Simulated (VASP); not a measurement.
# Li2AgB3 (P4/mmm) in VASP: single point with PBE

Aim: the single point of Li2AgB3 with PBE.

All numbers are computed with VASP 6.6.1; they aren't measurements. Logs are shortened: lines on timing, memory, paths and dates and some standing lists are left out, and cuts for length are marked.

### 1 The cell of the first run

The structure is tetragonal, space group P4/mmm (No. 123). The conventional cell has a = 4.076 Å, b = 4.076 Å, c = 4.595 Å, α = 90.00°, β = 90.00°, γ = 90.00°. Within 2.7 Å of Li (site symmetry 4/mmm) lie 6 B at 2.04 to 2.30 Å. Within 2.7 Å of Li (site symmetry 4/mmm) lie 4 B at 2.04 Å and 2 Ag at 2.30 Å. Ag (site symmetry 4/mmm) has 2 Li at 2.30 Å and 4 B at 2.88 Å within 3.0 Å. Within 2.7 Å of B (site symmetry mmm) lie 4 Li at 2.04 Å. B (site symmetry 4/mmm) has 2 Li at 2.30 Å and 4 Ag at 2.88 Å within 3.0 Å.

### 2 Single point, PBE

File INCAR:

```
PREC = Accurate ; ENCUT = 520
EDIFF = 1E-6 ; ISMEAR = 0
SIGMA = 0.1 ; LREAL = F
LASPH = T ; NELM = 80
ALGO = Normal ; ISIF = 2
LWAVE = F ; LCHARG = F
GGA = PE ; NBANDS = 22
```

File KPOINTS:

```
regular mesh
0
Gamma
  10 10 8
```

File POSCAR:

```
Li2AgB3
1.0
    4.0757881139      0.0000000000      0.0000000000
    0.0000000000      4.0757881139      0.0000000000
    0.0000000000      0.0000000000      4.5950859895
Li Ag B
2 1 3
Direct
    0.0000000000      0.0000000000      0.0000000000
    0.5000000000      0.5000000000      0.0000000000
    0.5000000000      0.5000000000      0.5000000000
    0.0000000000      0.5000000000      0.0000000000
    0.5000000000      0.0000000000      0.0000000000
    0.0000000000      0.0000000000      0.5000000000
```

Potentials or basis: VASP PAW PBE potentials, release 64 (Li_sv, Ag, B).

Run with:

```sh
$ cat potpaw_PBE.64/Li_sv/POTCAR potpaw_PBE.64/Ag/POTCAR potpaw_PBE.64/B/POTCAR > POTCAR
$ mpirun -np 1 vasp_std > vasp.out
```

OUTCAR:

```text
PREC = Accurate
   ENCUT = 520
   EDIFF = 1E-6
   ISMEAR = 0
   LREAL = F
   LASPH = T
   NELM = 80
   ISIF = 2
   GGA = PE

 ion  position               nearest neighbor table
   1  0.000  0.000  0.000-   4 2.04   5 2.04   4 2.04   5 2.04   6 2.30   6 2.30
   2  0.500  0.500  0.000-   4 2.04   5 2.04   5 2.04   4 2.04   3 2.30   3 2.30
   3  0.500  0.500  0.500-   2 2.30   2 2.30   6 2.88   6 2.88   6 2.88   6 2.88
   4  0.000  0.500  0.000-   1 2.04   2 2.04   1 2.04   2 2.04
   5  0.500  0.000  0.000-   1 2.04   2 2.04   2 2.04   1 2.04
   6  0.000  0.000  0.500-   1 2.30   1 2.30   3 2.88   3 2.88   3 2.88   3 2.88

  LATTYP: Found a simple tetragonal cell.
 ALAT       =     4.0757881139
 C/A-ratio  =     1.1274104200

  Lattice vectors:

 A1 = (   4.0757881139,   0.0000000000,   0.0000000000)
 A2 = (   0.0000000000,   4.0757881139,   0.0000000000)
 A3 = (   0.0000000000,   0.0000000000,   4.5950859895)

Analysis of symmetry for initial positions (statically):
=====================================================================
 Subroutine PRICEL returns:
 Original cell was already a primitive cell.

 Routine SETGRP: Setting up the symmetry group for a
 simple tetragonal supercell.

 Subroutine GETGRP returns: Found 16 space group operations
 (whereof 16 operations were pure point group operations)
 out of a pool of 16 trial point group operations.

The static configuration has the point symmetry D_4h.

Analysis of symmetry for dynamics (positions and initial velocities):
=====================================================================
 Subroutine PRICEL returns:
 Original cell was already a primitive cell.

 Routine SETGRP: Setting up the symmetry group for a
 simple tetragonal supercell.

 Subroutine GETGRP returns: Found 16 space group operations
 (whereof 16 operations were pure point group operations)
 out of a pool of 16 trial point group operations.

The dynamic configuration has the point symmetry D_4h.

 Subroutine INISYM returns: Found 16 space group operations
 (whereof 16 operations are pure point group operations),
 and found     1 'primitive' translations

----------------------------------------------------------------------------------------

                                     Primitive cell

  volume of cell :      76.3338

  direct lattice vectors                    reciprocal lattice vectors
     4.075788114  0.000000000  0.000000000     0.245351322  0.000000000  0.000000000
[... 91 lines left out ...]
   LASPH  =      T    aspherical Exc in radial PAW
   ENCUT  =  520.0 eV  38.22 Ry    6.18 a.u.   7.58  7.58  8.54*2*pi/ulx,y,z
   NELM   =     80;   NELMIN=  2; NELMDL= -5     # of ELM steps
   EDIFF  = 0.1E-05   stopping-criterion for ELM
   LREAL  =      F    real-space projection
   EDIFFG = 0.1E-04   stopping-criterion for IOM
   NSW    =      0    number of steps for IOM
   IBRION =     -1    ionic relax: 0-MD 1-quasi-New 2-CG
   NFREE  =      0    steps in history (QN), initial steepest desc. (CG)
   ISIF   =      2    stress and relaxation
   ISYM   =      2    0-nonsym 1-usesym 2-fastsym
   POTIM  = 0.5000    time-step for ionic-motion
   TEBEG  =    0.0;   TEEND  =   0.0 temperature during run
   PSTRESS=    0.0 pullay stress
   NELECT =      26.0000    total number of electrons
   NUPDOWN=      -1.0000    fix difference up-down
   EMIN   =  10.00;   EMAX   =-10.00  energy-range for DOS
   EFERMI =   0.00;   METHOD = LEGACY
   ISMEAR =     0;   SIGMA  =   0.10  broadening in eV -4-tet -1-fermi 0-gaus
   EFERMI_NEDOS =   21; number of points for ismear=-14 and -15
   IALGO  =     38    algorithm
   IMIX   =      4    mixing-type and parameters
     AMIX     =   0.40;   BMIX     =  1.00
     AMIX_MAG =   1.60;   BMIX_MAG =  1.00
  volume/ion in A,a.u.               =      12.72        85.85
  Fermi-wavevector in a.u.,A,eV,Ry     =   1.143300  2.160524 17.784661  1.307136
  Thomas-Fermi vector in A             =   2.279996
   LORBIT       =      0    0 simple, 1 ext, 2 COOP (PROOUT), +10 PAW based schemes
   GGA     = PE    functional components
   LHFCALC =     F    Hartree Fock is set to
   AEXX    =    0.0000 exact exchange contribution
   IVDW    =     0    specifies the selected vdW correction
   LEPSILON=     F    determine dielectric tensor
   LRPA    =     F    only Hartree local field effects (RPA)
 non-spin polarized calculation
 Gauss-broadening in eV      SIGMA  =   0.10
  energy-cutoff  :      520.00
  volume of cell :       76.33
 maximum number of plane-waves:      2081
   NGX = 15   NGY = 15   NGZ = 17

 number of electron      26.0000016 magnetization

 Free energy of the ion-electron system (eV)
  ---------------------------------------------------
  ext. energy  EPLUGINS =         0.00000000
  ---------------------------------------------------
  free energy    TOTEN  =       -16.31612505 eV

  energy without entropy =      -16.30589124  energy(sigma->0) =      -16.31100815

 E-fermi :   3.4566     XC(G=0): -10.0575

 val. band max:        3.4456342229   @ k =   0.2000   0.2000   0.2500
 cond. band min:       3.4571726264   @ k =   0.2000   0.1000   0.5000
 fundamental gap:      0.0115384035
 Fermi energy:         3.4566240051

 k-point     1 :       0.0000    0.0000    0.0000
  band No.  band energies     occupation
      1     -41.2512      2.00000
      2     -40.9768      2.00000
      3      -5.2733      2.00000
      4      -1.6347      2.00000
      5      -1.0456      2.00000
      6      -0.5991      2.00000
[... 589 lines left out ...]
     21      11.4317      0.00000
     22      12.9435      0.00000

 [... further k-points ...]
[... 5 lines left out ...]
  --------------------------------------------------------------------------------------
  -------------------------------------------------------------------------------------
  Total        0.0780831      0.0780831     -0.0290924      0.0000000      0.0000000      0.0000000
  in kB        1.6388928      1.6388928     -0.6106236      0.0000000      0.0000000      0.0000000
  external PRESSURE =       0.8890540 kB  Pullay stress =       0.0000000 kB

 VOLUME and BASIS-vectors are now :
 -----------------------------------------------------------------------------
  energy-cutoff  :      520.00
  volume of cell :       76.33
      direct lattice vectors                 reciprocal lattice vectors
     4.075788114  0.000000000  0.000000000     0.245351322  0.000000000  0.000000000
     0.000000000  4.075788114  0.000000000     0.000000000  0.245351322  0.000000000
     0.000000000  0.000000000  4.595085990     0.000000000  0.000000000  0.217623784

 POSITION                                       TOTAL-FORCE (eV/Angst)
 -----------------------------------------------------------------------------------
      0.00000      0.00000      0.00000         0.000000      0.000000      0.000000
      2.03789      2.03789      0.00000         0.000000      0.000000      0.000000
      2.03789      2.03789      2.29754         0.000000      0.000000      0.000000
      0.00000      2.03789      0.00000         0.000000      0.000000      0.000000
      2.03789      0.00000      0.00000         0.000000      0.000000      0.000000
      0.00000      0.00000      2.29754         0.000000      0.000000      0.000000
 -----------------------------------------------------------------------------------
    total drift:                                0.000000      0.000000      0.000000

  FREE ENERGIE OF THE ION-ELECTRON SYSTEM (eV)
  ---------------------------------------------------
  free  energy   TOTEN  =       -16.3161250514 eV

  energy  without entropy=      -16.3058912396  energy(sigma->0) =      -16.31100815
```

OSZICAR:

```text
N       E                     dE             d eps       ncg     rms          rms(c)
DAV:   1     0.109696781770E+03    0.10970E+03   -0.10993E+04  4620   0.114E+03
DAV:   2    -0.949974689952E+01   -0.11920E+03   -0.11320E+03  5508   0.238E+02
DAV:   3    -0.191970956109E+02   -0.96973E+01   -0.95560E+01  7558   0.480E+01
DAV:   4    -0.195403124648E+02   -0.34322E+00   -0.34073E+00  6226   0.920E+00
DAV:   5    -0.195456520497E+02   -0.53396E-02   -0.53392E-02  6304   0.126E+00    0.937E+00
DAV:   6    -0.172720812013E+02    0.22736E+01   -0.40306E+01  5076   0.415E+01    0.113E+01
DAV:   7    -0.164302815194E+02    0.84180E+00   -0.30829E+00  4890   0.157E+01    0.308E+00
DAV:   8    -0.163220589519E+02    0.10822E+00   -0.67700E-01  5124   0.689E+00    0.702E-01
DAV:   9    -0.163176911292E+02    0.43678E-02   -0.57843E-02  5638   0.177E+00    0.260E-01
DAV:  10    -0.163160470542E+02    0.16441E-02   -0.70732E-03  5546   0.461E-01    0.959E-02
DAV:  11    -0.163161141551E+02   -0.67101E-04   -0.46833E-04  5952   0.166E-01    0.290E-02
DAV:  12    -0.163161236720E+02   -0.95170E-05   -0.62971E-05  5506   0.662E-02    0.757E-03
DAV:  13    -0.163161248230E+02   -0.11510E-05   -0.67336E-06  5518   0.210E-02    0.314E-03
DAV:  14    -0.163161250514E+02   -0.22840E-06   -0.39764E-07  2874   0.450E-03
   1 F= -.16316125E+02 E0= -.16311008E+02  d E =-.102338E-01
```

Run time: 1.9 min. Hardware: 1 thread of Intel Xeon Platinum 8375C at 2.90GHz (Ice Lake), shared host; peak memory 0.29 GiB.

What came out:

```yaml
Free_energy: -16.3161 eV
Band_gap_on_the_k_mesh: zero (band 13 reaches 4.12 eV, above the bottom of band 14 at 1.24 eV)
```

Caveat: the cutoff is under 1.25 times the usual one of these potentials, so pressure, stress and relaxed cells hold a basis-set (Pulay) error.
